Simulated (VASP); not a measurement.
# GaN (P6_3mc) in VASP: notebook

Runs on GaN. Level: PBEsol. Tasks: single point.

Everything below comes from runs of VASP 6.6.1. Logs are shortened: lines on timing, memory, paths and dates and some standing lists are left out, and cuts for length are marked.

## Step 1: The cell of the first run

Symmetry: P6_3mc, No. 186, hexagonal system. Conventional cell: a = 3.183 Å, b = 3.183 Å, c = 5.185 Å, α = 90.00°, β = 90.00°, γ = 120.00°. Ga (site symmetry 3m) has 4 N at 1.95 Å within 2.6 Å. Within 2.6 Å of N (site symmetry 3m) lie 4 Ga at 1.95 Å.

## Step 2: Single point, PBEsol

Contents of INCAR:

```
SYSTEM = GaN
PREC = Accurate
ENCUT = 520
EDIFF = 1E-6
ISMEAR = 0
SIGMA = 0.02
LREAL = .False.
LASPH = .True.
NELM = 60
ALGO = Normal
ISIF = 2
LWAVE = .False.
LCHARG = .False.
GGA = PS
NBANDS = 26
```

Contents of KPOINTS:

```
Automatic mesh
0
Gamma
  9 9 6
  0 0 0
```

Contents of POSCAR:

```
GaN
1.0
    3.1828016718      0.0000000000      0.0000000000
   -1.5914008359      2.7563871030      0.0000000000
    0.0000000000      0.0000000000      5.1851997656
Ga N
2 2
Direct
    0.6666666667      0.3333333333      0.4991747701
    0.3333333333      0.6666666667      0.9991747701
    0.6666666667      0.3333333333      0.8758252299
    0.3333333333      0.6666666667      0.3758252299
```

Potentials or basis: VASP PAW PBE potentials, release 64 (Ga_d, N).

Started as:

```bash
$ cat potpaw_PBE.64/Ga_d/POTCAR potpaw_PBE.64/N/POTCAR > POTCAR
$ mpirun -np 1 vasp_std > vasp.out
```

OUTCAR:

```text
SYSTEM = GaN
   PREC = Accurate
   ENCUT = 520
   EDIFF = 1E-6
   ISMEAR = 0
   LREAL = .False.
   LASPH = .True.
   NELM = 60
   ISIF = 2
   GGA = PS

 ion  position               nearest neighbor table
   1  0.667  0.333  0.499-   4 1.95   4 1.95   4 1.95   3 1.95
   2  0.333  0.667  0.999-   3 1.95   3 1.95   3 1.95   4 1.95
   3  0.667  0.333  0.876-   2 1.95   2 1.95   2 1.95   1 1.95
   4  0.333  0.667  0.376-   1 1.95   1 1.95   1 1.95   2 1.95

  LATTYP: Found a hexagonal cell.
 ALAT       =     3.1828016718
 C/A-ratio  =     1.6291306529

  Lattice vectors:

 A1 = (   3.1828016718,   0.0000000000,   0.0000000000)
 A2 = (  -1.5914008359,   2.7563871030,   0.0000000000)
 A3 = (   0.0000000000,   0.0000000000,   5.1851997656)

Analysis of symmetry for initial positions (statically):
=====================================================================
 Subroutine PRICEL returns:
 Original cell was already a primitive cell.

 Routine SETGRP: Setting up the symmetry group for a
 hexagonal supercell.

 Subroutine GETGRP returns: Found 12 space group operations
 (whereof  6 operations were pure point group operations)
 out of a pool of 24 trial point group operations.

The static configuration has the point symmetry C_3v.
 The point group associated with its full space group is C_6v.

Analysis of symmetry for dynamics (positions and initial velocities):
=====================================================================
 Subroutine PRICEL returns:
 Original cell was already a primitive cell.

 Routine SETGRP: Setting up the symmetry group for a
 hexagonal supercell.

 Subroutine GETGRP returns: Found 12 space group operations
 (whereof  6 operations were pure point group operations)
 out of a pool of 24 trial point group operations.

The dynamic configuration has the point symmetry C_3v.
 The point group associated with its full space group is C_6v.

 Subroutine INISYM returns: Found 12 space group operations
 (whereof  6 operations are pure point group operations),
 and found     1 'primitive' translations

----------------------------------------------------------------------------------------

                                     Primitive cell

  volume of cell :      45.4899

  direct lattice vectors                    reciprocal lattice vectors
     3.182801672  0.000000000  0.000000000     0.314188600  0.181396873  0.000000000
    -1.591400836  2.756387103  0.000000000     0.000000000  0.362793745  0.000000000
     0.000000000  0.000000000  5.185199766     0.000000000  0.000000000  0.192856601

  length of vectors
     3.182801672  3.182801672  5.185199766     0.362793745  0.362793745  0.192856601

  position of ions in fractional coordinates (direct lattice)
     0.666666667  0.333333333  0.499174770
     0.333333333  0.666666667  0.999174770
     0.666666667  0.333333333  0.875825230
     0.333333333  0.666666667  0.375825230

  ion indices of the primitive-cell ions
   primitive index   ion index
                 1           1
                 2           2
                 3           3
                 4           4

----------------------------------------------------------------------------------------

 KPOINTS: Automatic mesh

Automatic generation of k-mesh.
 Grid dimensions read from file:
 generate k-points for:    9    9    6

 Generating k-lattice:

  Cartesian coordinates                     Fractional coordinates (reciprocal lattice)
     0.034909844  0.020155208  0.000000000     0.111111111  0.000000000  0.000000000
     0.000000000  0.040310416  0.000000000     0.000000000  0.111111111  0.000000000
     0.000000000  0.000000000  0.032142767     0.000000000  0.000000000  0.166666667

  Length of vectors
     0.040310416  0.040310416  0.032142767

  Shift w.r.t. Gamma in fractional coordinates (k-lattice)
     0.000000000  0.000000000  0.000000000

 Subroutine IBZKPT returns following result:
 ===========================================

 Found     48 irreducible k-points:

 Following reciprocal coordinates:
            Coordinates               Weight
  0.000000  0.000000  0.000000      1.000000
  0.111111  0.000000  0.000000      6.000000
  0.222222 -0.000000  0.000000      6.000000
  0.333333  0.000000  0.000000      6.000000
  0.444444 -0.000000  0.000000      6.000000
  0.111111  0.111111  0.000000      6.000000
[... 16 lines left out ...]
  0.333333  0.222222  0.166667     24.000000
  0.333333  0.333333  0.166667      4.000000
 [... further k-points ...]
   k-points           NKPTS =     48   k-points in BZ     NKDIM =     48   number of bands    NBANDS=     26
   number of dos      NEDOS =    301   number of ions     NIONS =      4
   total plane-waves  NPLWV =  23040
   dimension x,y,z NGX =    24 NGY =   24 NGZ =   40
   dimension x,y,z NGXF=    48 NGYF=   48 NGZF=   80
   ions per type =               2   2
   NGX,Y,Z   is equivalent  to a cutoff of  12.54, 12.54, 12.82 a.u.
   NGXF,Y,Z  is equivalent  to a cutoff of  25.07, 25.07, 25.65 a.u.
 SYSTEM =  GaN
   PREC   = accura    normal or accurate (medium, high low for compatibility)
   ISTART =      0    job   : 0-new  1-cont  2-samecut
   ICHARG =      2    charge: 1-file 2-atom 10-const
   ISPIN  =      1    spin polarized calculation?
   LNONCOLLINEAR =      F non collinear calculations
   LSORBIT =      F    spin-orbit coupling
   LASPH  =      T    aspherical Exc in radial PAW
   ENCUT  =  520.0 eV  38.22 Ry    6.18 a.u.   5.92  5.92  9.64*2*pi/ulx,y,z
   NELM   =     60;   NELMIN=  2; NELMDL= -5     # of ELM steps
   EDIFF  = 0.1E-05   stopping-criterion for ELM
   LREAL  =      F    real-space projection
   EDIFFG = 0.1E-04   stopping-criterion for IOM
   NSW    =      0    number of steps for IOM
   IBRION =     -1    ionic relax: 0-MD 1-quasi-New 2-CG
   NFREE  =      0    steps in history (QN), initial steepest desc. (CG)
   ISIF   =      2    stress and relaxation
   ISYM   =      2    0-nonsym 1-usesym 2-fastsym
   POTIM  = 0.5000    time-step for ionic-motion
   TEBEG  =    0.0;   TEEND  =   0.0 temperature during run
   PSTRESS=    0.0 pullay stress
   NELECT =      36.0000    total number of electrons
   NUPDOWN=      -1.0000    fix difference up-down
   EMIN   =  10.00;   EMAX   =-10.00  energy-range for DOS
   EFERMI =   0.00;   METHOD = LEGACY
   ISMEAR =     0;   SIGMA  =   0.02  broadening in eV -4-tet -1-fermi 0-gaus
   EFERMI_NEDOS =   21; number of points for ismear=-14 and -15
   IALGO  =     38    algorithm
   IMIX   =      4    mixing-type and parameters
     AMIX     =   0.40;   BMIX     =  1.00
     AMIX_MAG =   1.60;   BMIX_MAG =  1.00
  volume/ion in A,a.u.               =      11.37        76.75
  Fermi-wavevector in a.u.,A,eV,Ry     =   1.514272  2.861559 31.198429  2.293020
  Thomas-Fermi vector in A             =   2.623952
   LORBIT       =      0    0 simple, 1 ext, 2 COOP (PROOUT), +10 PAW based schemes
   GGA     = PS    functional components
   LHFCALC =     F    Hartree Fock is set to
   AEXX    =    0.0000 exact exchange contribution
   IVDW    =     0    specifies the selected vdW correction
   LEPSILON=     F    determine dielectric tensor
   LRPA    =     F    only Hartree local field effects (RPA)
 non-spin polarized calculation
 Gauss-broadening in eV      SIGMA  =   0.02
  energy-cutoff  :      520.00
  volume of cell :       45.49
 maximum number of plane-waves:      1248
 NGX is ok and might be reduce to    24
   NGX = 11   NGY = 11   NGZ = 19

 number of electron      35.9999992 magnetization

 Free energy of the ion-electron system (eV)
  ---------------------------------------------------
  ext. energy  EPLUGINS =         0.00000000
  ---------------------------------------------------
  free energy    TOTEN  =       -26.26845438 eV

  energy without entropy =      -26.26845438  energy(sigma->0) =      -26.26845438

 E-fermi :   5.3903     XC(G=0): -11.9280

 val. band max:        5.2356441232   @ k =   0.0000   0.0000   0.0000
 cond. band min:       7.1288829411   @ k =   0.0000   0.0000   0.0000
 fundamental gap:      1.8932388179
 Fermi energy:         5.3902702427

 k-point     1 :       0.0000    0.0000    0.0000
  band No.  band energies     occupation
      1     -10.7809      2.00000
      2      -9.8125      2.00000
      3      -8.1704      2.00000
      4      -8.1547      2.00000
      5      -8.1547      2.00000
      6      -8.0919      2.00000
[... 18 lines left out ...]
     25      16.8869      0.00000
     26      16.8869      0.00000

 k-point     2 :       0.1111    0.0000    0.0000
  band No.  band energies     occupation
      1     -10.6571      2.00000
      2      -9.7802      2.00000
      3      -8.1577      2.00000
      4      -8.1369      2.00000
      5      -8.1173      2.00000
      6      -8.0772      2.00000
[... 18 lines left out ...]
     25      16.4213      0.00000
     26      17.1512      0.00000

 k-point     3 :       0.2222   -0.0000    0.0000
  band No.  band energies     occupation
      1     -10.3462      2.00000
      2      -9.7124      2.00000
      3      -8.1214      2.00000
      4      -8.1013      2.00000
      5      -8.0438      2.00000
      6      -8.0050      2.00000
[... 18 lines left out ...]
     25      16.5974      0.00000
     26      17.7076      0.00000

 k-point     4 :       0.3333    0.0000    0.0000
  band No.  band energies     occupation
      1     -10.0216      2.00000
      2      -9.6587      2.00000
      3      -8.1015      2.00000
      4      -8.0812      2.00000
      5      -7.9990      2.00000
      6      -7.9363      2.00000
[... 18 lines left out ...]
     25      16.7207      0.00000
     26      18.3432      0.00000

 k-point     5 :       0.4444   -0.0000    0.0000
  band No.  band energies     occupation
      1      -9.8453      2.00000
      2      -9.6371      2.00000
      3      -8.1042      2.00000
      4      -8.0787      2.00000
      5      -7.9827      2.00000
      6      -7.9366      2.00000
[... 18 lines left out ...]
     25      17.4378      0.00000
     26      18.4785      0.00000

 k-point     6 :       0.1111    0.1111    0.0000
  band No.  band energies     occupation
      1     -10.4392      2.00000
      2      -9.7308      2.00000
      3      -8.1269      2.00000
      4      -8.1141      2.00000
      5      -8.0540      2.00000
      6      -8.0539      2.00000
[... 427 lines left out ...]
 k-point    21 :       0.4444    0.1111    0.1667
  band No.  band energies     occupation
      1      -9.7743      2.00000
      2      -9.6347      2.00000
      3      -8.1078      2.00000
      4      -8.0695      2.00000
      5      -7.9838      2.00000
      6      -7.9431      2.00000
[... 18 lines left out ...]
     25      17.2654      0.00000
     26      18.6627      0.00000

 k-point    22 :       0.2222    0.2222    0.1667
  band No.  band energies     occupation
      1      -9.8598      2.00000
      2      -9.6471      2.00000
      3      -8.1112      2.00000
      4      -8.0473      2.00000
      5      -7.9841      2.00000
      6      -7.9692      2.00000
[... 18 lines left out ...]
     25      16.3212      0.00000
     26      18.8570      0.00000

 k-point    23 :       0.3333    0.2222    0.1667
  band No.  band energies     occupation
      1      -9.7367      2.00000
      2      -9.6395      2.00000
      3      -8.1267      2.00000
      4      -8.0257      2.00000
      5      -7.9703      2.00000
      6      -7.9312      2.00000
[... 18 lines left out ...]
     25      17.2557      0.00000
     26      18.5367      0.00000

 k-point    24 :       0.3333    0.3333    0.1667
  band No.  band energies     occupation
      1      -9.6671      2.00000
      2      -9.6671      2.00000
      3      -8.1393      2.00000
      4      -7.9775      2.00000
      5      -7.9775      2.00000
      6      -7.9294      2.00000
[... 18 lines left out ...]
     25      18.1361      0.00000
     26      18.3163      0.00000

 [... further k-points ...]

------------------------ aborting loop because EDIFF is reached ----------------------------------------

  FORCE on cell =-STRESS in cart. coord.  units (eV):
  Direction    XX          YY          ZZ          XY          YZ          ZX
  --------------------------------------------------------------------------------------
  -------------------------------------------------------------------------------------
  Total       -0.0500123     -0.0500123     -0.0327716      0.0000000      0.0000000      0.0000000
  in kB       -1.7614565     -1.7614565     -1.1542307      0.0000000      0.0000000      0.0000000
  external PRESSURE =      -1.5590479 kB  Pullay stress =       0.0000000 kB

 VOLUME and BASIS-vectors are now :
 -----------------------------------------------------------------------------
  energy-cutoff  :      520.00
  volume of cell :       45.49
      direct lattice vectors                 reciprocal lattice vectors
     3.182801672  0.000000000  0.000000000     0.314188600  0.181396873  0.000000000
    -1.591400836  2.756387103  0.000000000     0.000000000  0.362793745  0.000000000
     0.000000000  0.000000000  5.185199766     0.000000000  0.000000000  0.192856601

 POSITION                                       TOTAL-FORCE (eV/Angst)
 -----------------------------------------------------------------------------------
      1.59140      0.91880      2.58832         0.000000     -0.000000      0.000754
     -0.00000      1.83759      5.18092        -0.000000      0.000000      0.000754
      1.59140      0.91880      4.54133        -0.000000      0.000000     -0.000754
     -0.00000      1.83759      1.94873         0.000000     -0.000000     -0.000754
 -----------------------------------------------------------------------------------
    total drift:                               -0.000001     -0.000001     -0.000656

  FREE ENERGIE OF THE ION-ELECTRON SYSTEM (eV)
  ---------------------------------------------------
  free  energy   TOTEN  =       -26.2684543821 eV

  energy  without entropy=      -26.2684543821  energy(sigma->0) =      -26.26845438
```

Wall time 28 s (1 thread of AMD EPYC 9R45 (Zen 5), shared host); peak memory 0.16 GiB.

Results:

| Property | Result |
| --- | --- |
| Free energy | -26.2685 eV |
| Pressure | -0.2 GPa |
| Band gap on the k mesh | 1.89 eV, direct |

Caveat: the PAW data sets were made with another functional, which shifts forces and pressure a little. Expect the measured gap to be larger: semilocal functionals such as PBEsol lack the derivative discontinuity.

(Part 1 of 2 ends here.)
